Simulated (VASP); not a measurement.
# MgO (Fm-3m) in VASP: notebook

Aim: see how the results for MgO move with the level of theory and the settings. Levels: RPBE+D3(BJ), PBEsol+D3(BJ), PBEsol+D4, RPBE+D4. Tasks: single point.

Program: VASP 6.6.1. These are calculated values, not measurements. Logs are shortened: lines on timing, memory, paths and dates and some standing lists are left out, and cuts for length are marked.

## (1) The cell of the first run

The structure is cubic, space group Fm-3m (No. 225). Conventional cell: a = 4.077 Å, b = 4.077 Å, c = 4.077 Å, α = 90.00°, β = 90.00°, γ = 90.00°. Within 2.7 Å of Mg (site symmetry m-3m) lie 6 O at 2.04 Å. Within 2.7 Å of O (site symmetry m-3m) lie 6 Mg at 2.04 Å.

## (2) Single point, RPBE+D3(BJ)

The input, INCAR:

```
SYSTEM = MgO
PREC = Accurate
ENCUT = 520
EDIFF = 1E-7
ISMEAR = -1
SIGMA = 0.05
LREAL = .False.
LASPH = .True.
NELM = 80
ALGO = Normal
ISIF = 2
LWAVE = .False.
LCHARG = .False.
GGA = RP
IVDW = 12
NBANDS = 11
```

The input, KPOINTS:

```
Automatic mesh
0
Gamma
  11 11 11
  0 0 0
```

The input, POSCAR:

```
MgO
1.0
    0.0000000000      2.0386341299      2.0386341299
    2.0386341299      0.0000000000      2.0386341299
    2.0386341299      2.0386341299      0.0000000000
Mg O
1 1
Direct
    0.0000000000      0.0000000000      0.0000000000
    0.5000000000      0.5000000000      0.5000000000
```

Potentials or basis: VASP PAW PBE potentials, release 64 (Mg, O).

The run is started by

```sh
$ cat potpaw_PBE.64/Mg/POTCAR potpaw_PBE.64/O/POTCAR > POTCAR
$ mpirun -np 1 vasp_std > vasp.out
```

OUTCAR:

```text
SYSTEM = MgO
   PREC = Accurate
   ENCUT = 520
   EDIFF = 1E-7
   ISMEAR = -1
   LREAL = .False.
   LASPH = .True.
   NELM = 80
   ISIF = 2
   GGA = RP
   IVDW = 12
 IVDW          = 12

 ion  position               nearest neighbor table
   1  0.000  0.000  0.000-   2 2.04   2 2.04   2 2.04   2 2.04   2 2.04   2 2.04
   2  0.500  0.500  0.500-   1 2.04   1 2.04   1 2.04   1 2.04   1 2.04   1 2.04

  LATTYP: Found a face centered cubic cell.
 ALAT       =     4.0772682598

  Lattice vectors:

 A1 = (   0.0000000000,   2.0386341299,   2.0386341299)
 A2 = (   2.0386341299,   0.0000000000,   2.0386341299)
 A3 = (   2.0386341299,   2.0386341299,   0.0000000000)

Analysis of symmetry for initial positions (statically):
=====================================================================
 Subroutine PRICEL returns:
 Original cell was already a primitive cell.

 Routine SETGRP: Setting up the symmetry group for a
 face centered cubic supercell.

 Subroutine GETGRP returns: Found 48 space group operations
 (whereof 48 operations were pure point group operations)
 out of a pool of 48 trial point group operations.

The static configuration has the point symmetry O_h .

Analysis of symmetry for dynamics (positions and initial velocities):
=====================================================================
 Subroutine PRICEL returns:
 Original cell was already a primitive cell.

 Routine SETGRP: Setting up the symmetry group for a
 face centered cubic supercell.

 Subroutine GETGRP returns: Found 48 space group operations
 (whereof 48 operations were pure point group operations)
 out of a pool of 48 trial point group operations.

The dynamic configuration has the point symmetry O_h .

 Subroutine INISYM returns: Found 48 space group operations
 (whereof 48 operations are pure point group operations),
 and found     1 'primitive' translations

----------------------------------------------------------------------------------------

                                     Primitive cell

  volume of cell :      16.9452

  direct lattice vectors                    reciprocal lattice vectors
     0.000000000  2.038634130  2.038634130    -0.245262253  0.245262253  0.245262253
     2.038634130  0.000000000  2.038634130     0.245262253 -0.245262253  0.245262253
     2.038634130  2.038634130  0.000000000     0.245262253  0.245262253 -0.245262253

  length of vectors
     2.883064035  2.883064035  2.883064035     0.424806684  0.424806684  0.424806684

  position of ions in fractional coordinates (direct lattice)
     0.000000000  0.000000000  0.000000000
     0.500000000  0.500000000  0.500000000

  ion indices of the primitive-cell ions
   primitive index   ion index
                 1           1
                 2           2

----------------------------------------------------------------------------------------

 KPOINTS: Automatic mesh

Automatic generation of k-mesh.
 Grid dimensions read from file:
 generate k-points for:   11   11   11

 Generating k-lattice:

  Cartesian coordinates                     Fractional coordinates (reciprocal lattice)
    -0.022296568  0.022296568  0.022296568     0.090909091  0.000000000  0.000000000
     0.022296568 -0.022296568  0.022296568     0.000000000  0.090909091  0.000000000
     0.022296568  0.022296568 -0.022296568     0.000000000  0.000000000  0.090909091

  Length of vectors
     0.038618789  0.038618789  0.038618789

  Shift w.r.t. Gamma in fractional coordinates (k-lattice)
     0.000000000  0.000000000  0.000000000

 Subroutine IBZKPT returns following result:
 ===========================================

 Found     56 irreducible k-points:

 Following reciprocal coordinates:
            Coordinates               Weight
  0.000000  0.000000  0.000000      1.000000
  0.090909  0.000000  0.000000      8.000000
  0.181818  0.000000  0.000000      8.000000
  0.272727  0.000000  0.000000      8.000000
  0.363636  0.000000  0.000000      8.000000
  0.454545  0.000000  0.000000      8.000000
[... 16 lines left out ...]
 -0.272727  0.181818  0.000000     24.000000
 -0.181818  0.181818  0.000000     12.000000
 [... further k-points ...]
   k-points           NKPTS =     56   k-points in BZ     NKDIM =     56   number of bands    NBANDS=     11
   number of dos      NEDOS =    301   number of ions     NIONS =      2
   total plane-waves  NPLWV =  13824
   dimension x,y,z NGX =    24 NGY =   24 NGZ =   24
   dimension x,y,z NGXF=    48 NGYF=   48 NGZF=   48
   ions per type =               1   1
   NGX,Y,Z   is equivalent  to a cutoff of  13.84, 13.84, 13.84 a.u.
   NGXF,Y,Z  is equivalent  to a cutoff of  27.68, 27.68, 27.68 a.u.
 SYSTEM =  MgO
   PREC   = accura    normal or accurate (medium, high low for compatibility)
   ISTART =      0    job   : 0-new  1-cont  2-samecut
   ICHARG =      2    charge: 1-file 2-atom 10-const
   ISPIN  =      1    spin polarized calculation?
   LNONCOLLINEAR =      F non collinear calculations
   LSORBIT =      F    spin-orbit coupling
   LASPH  =      T    aspherical Exc in radial PAW
   ENCUT  =  520.0 eV  38.22 Ry    6.18 a.u.   5.36  5.36  5.36*2*pi/ulx,y,z
   NELM   =     80;   NELMIN=  2; NELMDL= -5     # of ELM steps
   EDIFF  = 0.1E-06   stopping-criterion for ELM
   LREAL  =      F    real-space projection
   EDIFFG = 0.1E-05   stopping-criterion for IOM
   NSW    =      0    number of steps for IOM
   IBRION =     -1    ionic relax: 0-MD 1-quasi-New 2-CG
   NFREE  =      0    steps in history (QN), initial steepest desc. (CG)
   ISIF   =      2    stress and relaxation
   ISYM   =      2    0-nonsym 1-usesym 2-fastsym
   POTIM  = 0.5000    time-step for ionic-motion
   TEBEG  =    0.0;   TEEND  =   0.0 temperature during run
   PSTRESS=    0.0 pullay stress
   NELECT =       8.0000    total number of electrons
   NUPDOWN=      -1.0000    fix difference up-down
   EMIN   =  10.00;   EMAX   =-10.00  energy-range for DOS
   EFERMI =   0.00;   METHOD = LEGACY
   ISMEAR =    -1;   SIGMA  =   0.05  broadening in eV -4-tet -1-fermi 0-gaus
   EFERMI_NEDOS =   21; number of points for ismear=-14 and -15
   IALGO  =     38    algorithm
   IMIX   =      4    mixing-type and parameters
     AMIX     =   0.40;   BMIX     =  1.00
     AMIX_MAG =   1.60;   BMIX_MAG =  1.00
  volume/ion in A,a.u.               =       8.47        57.18
  Fermi-wavevector in a.u.,A,eV,Ry     =   1.274742  2.408913 22.109011  1.624966
  Thomas-Fermi vector in A             =   2.407493
   LORBIT       =      0    0 simple, 1 ext, 2 COOP (PROOUT), +10 PAW based schemes
   GGA     = RP    functional components
   LHFCALC =     F    Hartree Fock is set to
   AEXX    =    0.0000 exact exchange contribution
   IVDW    =    12    specifies the selected vdW correction
   LEPSILON=     F    determine dielectric tensor
   LRPA    =     F    only Hartree local field effects (RPA)
 non-spin polarized calculation
  energy-cutoff  :      520.00
  volume of cell :       16.95
 maximum number of plane-waves:       470
 NGX is ok and might be reduce to    24
   NGX = 11   NGY = 11   NGZ = 11

 number of electron       7.9999997 magnetization

 Free energy of the ion-electron system (eV)
  ---------------------------------------------------
  ext. energy  EPLUGINS =         0.00000000
  ---------------------------------------------------
  free energy    TOTEN  =       -11.01634783 eV

  energy without entropy =      -11.01634783  energy(sigma->0) =      -11.01634783

 E-fermi :   5.1017     XC(G=0): -11.3282

 val. band max:        4.1147694992   @ k =   0.0000   0.0000   0.0000
 cond. band min:       9.9497291073   @ k =   0.0000   0.0000   0.0000
 fundamental gap:      5.8349596080
 Fermi energy:         5.1017057433

 k-point     1 :       0.0000    0.0000    0.0000
  band No.  band energies     occupation
      1     -13.7509      2.00000
      2       4.1148      2.00000
      3       4.1148      2.00000
      4       4.1148      2.00000
      5       9.9497      0.00000
      6      20.5962      0.00000
      7      20.5962      0.00000
      8      20.5962      0.00000
      9      24.7335      0.00000
     10      26.6718      0.00000
     11      26.6718      0.00000

 k-point     2 :       0.0909    0.0000    0.0000
  band No.  band energies     occupation
      1     -13.6491      2.00000
      2       3.5544      2.00000
      3       4.0485      2.00000
      4       4.0485      2.00000
      5      10.4689      0.00000
      6      19.4710      0.00000
      7      20.8290      0.00000
      8      20.8290      0.00000
      9      26.1702      0.00000
     10      26.1702      0.00000
     11      26.3391      0.00000

 k-point     3 :       0.1818    0.0000    0.0000
  band No.  band energies     occupation
      1     -13.3633      2.00000
      2       2.3145      2.00000
      3       3.8759      2.00000
      4       3.8759      2.00000
      5      11.5317      0.00000
      6      18.0329      0.00000
      7      21.3778      0.00000
      8      21.3778      0.00000
      9      25.5183      0.00000
     10      25.5183      0.00000
     11      28.1183      0.00000
[... 267 lines left out ...]
 k-point    23 :      -0.2727    0.1818    0.0000
  band No.  band energies     occupation
      1     -12.4686      2.00000
      2       0.3371      2.00000
      3       2.3923      2.00000
      4       3.4552      2.00000
      5      14.0216      0.00000
      6      16.7864      0.00000
      7      20.0956      0.00000
      8      22.8157      0.00000
      9      24.7200      0.00000
     10      26.8907      0.00000
     11      30.7993      0.00000

 k-point    24 :      -0.1818    0.1818    0.0000
  band No.  band energies     occupation
      1     -12.8343      2.00000
      2       1.0694      2.00000
      3       2.8760      2.00000
      4       3.6668      2.00000
      5      13.2503      0.00000
      6      16.7881      0.00000
      7      20.8479      0.00000
      8      22.9632      0.00000
      9      23.4747      0.00000
     10      26.6872      0.00000
     11      30.6151      0.00000

 [... further k-points ...]

------------------------ aborting loop because EDIFF is reached ----------------------------------------

 Edisp (eV)   -2.90355

 E8    (eV) :    -1.7570

  FORCE on cell =-STRESS in cart. coord.  units (eV):
  Direction    XX          YY          ZZ          XY          YZ          ZX
  --------------------------------------------------------------------------------------
  -------------------------------------------------------------------------------------
  Total      -0.10119    -0.10119    -0.10119     0.00000     0.00000    -0.00000
  in kB      -9.56790    -9.56790    -9.56790     0.00000     0.00000    -0.00000
  external pressure =       -9.57 kB  Pullay stress =        0.00 kB

 VOLUME and BASIS-vectors are now :
 -----------------------------------------------------------------------------
  energy-cutoff  :      520.00
  volume of cell :       16.95
      direct lattice vectors                 reciprocal lattice vectors
     0.000000000  2.038634130  2.038634130    -0.245262253  0.245262253  0.245262253
     2.038634130  0.000000000  2.038634130     0.245262253 -0.245262253  0.245262253
     2.038634130  2.038634130  0.000000000     0.245262253  0.245262253 -0.245262253

 POSITION                                       TOTAL-FORCE (eV/Angst)
 -----------------------------------------------------------------------------------
      0.00000      0.00000      0.00000        -0.000000     -0.000000      0.000000
      2.03863      2.03863      2.03863         0.000000      0.000000     -0.000000
 -----------------------------------------------------------------------------------
    total drift:                               -0.000000     -0.000000      0.000000

  FREE ENERGIE OF THE ION-ELECTRON SYSTEM (eV)
  ---------------------------------------------------
  free  energy   TOTEN  =       -13.9198975187 eV

  energy  without entropy=      -13.9198975187  energy(sigma->0) =      -13.91989752
```

Wall time 4.9 s (1 thread of Intel Xeon 6975P-C (Granite Rapids), shared host); peak memory 0.16 GiB.

Results:

```yaml
Free_energy: -13.9199 eV
Pressure: -1.0 GPa
Band_gap_on_the_k_mesh: 5.83 eV, direct
Dispersion_energy_per_atom: -1.452 eV
```

Levels at points of the mesh, in eV from the valence-band top:
| k point | band 1 | band 2 | band 3 | band 4 | band 5 | band 6 | band 7 | band 8 | band 9 |
| --- | --- | --- | --- | --- | --- | --- | --- | --- | --- |
| (0.00, 0.00, 0.00) | -17.87 | 0.00 | 0.00 | 0.00 | 5.83 | 16.48 | 16.48 | 16.48 | 20.62 |

Caveat: the PAW data sets were made with another functional, which shifts forces and pressure a little. As with any semilocal functional, this RPBE gap is likely too small.

## (3) Single point, PBEsol+D3(BJ)

This run uses another cell than the first one, of 9.10 Å³/atom, 1.074 times its volume.

The input, INCAR:

```
ALGO     = Normal         # electronic algorithm
EDIFF    = 1E-6           # SCF threshold, eV
ENCUT    = 520            # plane-wave cutoff, eV
GGA      = PS             # functional
ISIF     = 2              # what is computed and relaxed
ISMEAR   = -1             # smearing method
IVDW     = 12             # dispersion correction
LASPH    = True           # aspherical terms in the spheres
LCHARG   = False          # write CHGCAR
LREAL    = False          # projectors in reciprocal space
LWAVE    = False          # write WAVECAR
NBANDS   = 11             # bands
NELM     = 100            # most SCF steps
PREC     = Accurate       # precision mode
SIGMA    = 0.05           # smearing width, eV
```

The input, KPOINTS:

```
k-points
0
Gamma
  11 11 11
```

The input, POSCAR:

```
MgO
1.0
    0.0000000000      2.0877348390      2.0877348390
    2.0877348390      0.0000000000      2.0877348390
    2.0877348390      2.0877348390      0.0000000000
Mg O
1 1
Direct
    0.0000000000      0.0000000000      0.0000000000
    0.5000000000      0.5000000000      0.5000000000
```

Potentials or basis: VASP PAW PBE potentials, release 64 (Mg, O).

The run is started by

```sh
$ cat potpaw_PBE.64/Mg/POTCAR potpaw_PBE.64/O/POTCAR > POTCAR
$ mpirun -np 1 vasp_std > vasp.out
```

OUTCAR:

```text
EDIFF = 1E-6
   ENCUT = 520
   GGA = PS
   ISIF = 2
   ISMEAR = -1
   IVDW = 12
   LASPH = True
   LREAL = False
   NELM = 100
   PREC = Accurate
 IVDW          = 12

 ion  position               nearest neighbor table
   1  0.000  0.000  0.000-   2 2.09   2 2.09   2 2.09   2 2.09   2 2.09   2 2.09
   2  0.500  0.500  0.500-   1 2.09   1 2.09   1 2.09   1 2.09   1 2.09   1 2.09

  LATTYP: Found a face centered cubic cell.
 ALAT       =     4.1754696780

  Lattice vectors:

 A1 = (   0.0000000000,   2.0877348390,   2.0877348390)
[... 523 lines left out ...]

 Edisp (eV)   -0.51248

 E8    (eV) :    -0.3174

  FORCE on cell =-STRESS in cart. coord.  units (eV):
  Direction    XX          YY          ZZ          XY          YZ          ZX
  --------------------------------------------------------------------------------------
  -------------------------------------------------------------------------------------
  Total      -0.05299    -0.05299    -0.05299     0.00000     0.00000     0.00000
  in kB      -4.66483    -4.66483    -4.66483     0.00000     0.00000     0.00000
  external pressure =       -4.66 kB  Pullay stress =        0.00 kB

 VOLUME and BASIS-vectors are now :
 -----------------------------------------------------------------------------
  energy-cutoff  :      520.00
  volume of cell :       18.20
      direct lattice vectors                 reciprocal lattice vectors
     0.000000000  2.087734839  2.087734839    -0.239494016  0.239494016  0.239494016
     2.087734839  0.000000000  2.087734839     0.239494016 -0.239494016  0.239494016
     2.087734839  2.087734839  0.000000000     0.239494016  0.239494016 -0.239494016

 POSITION                                       TOTAL-FORCE (eV/Angst)
 -----------------------------------------------------------------------------------
      0.00000      0.00000      0.00000         0.000000      0.000000      0.000000
      2.08773      2.08773      2.08773        -0.000000     -0.000000     -0.000000
 -----------------------------------------------------------------------------------
    total drift:                               -0.000000     -0.000000      0.000000

  FREE ENERGIE OF THE ION-ELECTRON SYSTEM (eV)
  ---------------------------------------------------
  free  energy   TOTEN  =       -13.0186058489 eV

  energy  without entropy=      -13.0186058489  energy(sigma->0) =      -13.01860585
```

stdout:

```text
POSCAR found type information on POSCAR MgO
 POSCAR found :  2 types and       2 ions
 scaLAPACK will be used
 -----------------------------------------------------------------------------
|                                                                             |
|                                                                             |
|     You enforced a specific xc type in the INCAR file but a different       |
|     I HOPE YOU KNOW WHAT YOU ARE DOING!                                     |
|                                                                             |
 -----------------------------------------------------------------------------

 LDA part: xc-table for (Slater+PW92), standard interpolation
 POSCAR, INCAR and KPOINTS ok, starting setup
 FFT: planning ... GRIDC
 FFT: planning ... GRID_SOFT
 FFT: planning ... GRID
 WAVECAR not read
 entering main loop
```

Run time: 4.5 s. Hardware: 1 thread of Intel Xeon 6975P-C (Granite Rapids), shared host; peak memory 0.15 GiB.

What came out:

- Free energy: -13.0186 eV
- Pressure: -0.5 GPa
- Band gap on the k mesh: 4.89 eV, direct
- Dispersion energy per atom: -0.256 eV

Levels at points of the mesh, in eV from the valence-band top:
```
           k point  band 2  band 3  band 4  band 5  band 6  band 7
(0.00, 0.00, 0.00)    0.00    0.00    0.00    4.89   15.78   15.78
```

Caveat: the PAW data sets were made with another functional, which shifts forces and pressure a little.

## (4) Single point, PBEsol+D4

This run uses another cell than the first one, of 9.25 Å³/atom, 1.092 times its volume.

The input, INCAR:

```
SYSTEM = MgO
  ALGO = Normal
  EDIFF = 1E-6
  ENCUT = 520
  GGA = PS
  ISIF = 2
  ISMEAR = -1
  IVDW = 13
  LASPH = .True.
  LCHARG = .False.
  LREAL = .False.
  LWAVE = .False.
  NBANDS = 11
  NELM = 60
  PREC = Accurate
  SIGMA = 0.05
```

The input, KPOINTS:

```
k-points
0
Gamma
  11 11 11
  0 0 0
```

The input, POSCAR:

```
MgO
1.0
    0.0000000000      2.0991449827      2.0991449827
    2.0991449827      0.0000000000      2.0991449827
    2.0991449827      2.0991449827      0.0000000000
Mg O
1 1
Direct
    0.0000000000      0.0000000000      0.0000000000
    0.5000000000      0.5000000000      0.5000000000
```

The run is started by

```sh
$ cat potpaw_PBE.64/Mg/POTCAR potpaw_PBE.64/O/POTCAR > POTCAR
$ mpirun -np 1 vasp_std > vasp.out
```

Wall time 5 s (1 thread of Intel Xeon 6975P-C (Granite Rapids), shared host); peak memory 0.14 GiB.

It converged, with:

```
Free energy                : -12.7010 eV
Pressure                   : -0.5 GPa
Band gap on the k mesh     : 4.73 eV, direct
Dispersion energy per atom : -0.095 eV
```

Levels at points of the mesh, in eV from the valence-band top:
```tsv
k point	band 2	band 3	band 4	band 5	band 6	band 7
(0.00, 0.00, 0.00)	0.00	0.00	0.00	4.73	15.69	15.69
```

Caveat: the PAW data sets were made with another functional, which shifts forces and pressure a little.

(Part 1 of 2 ends here.)
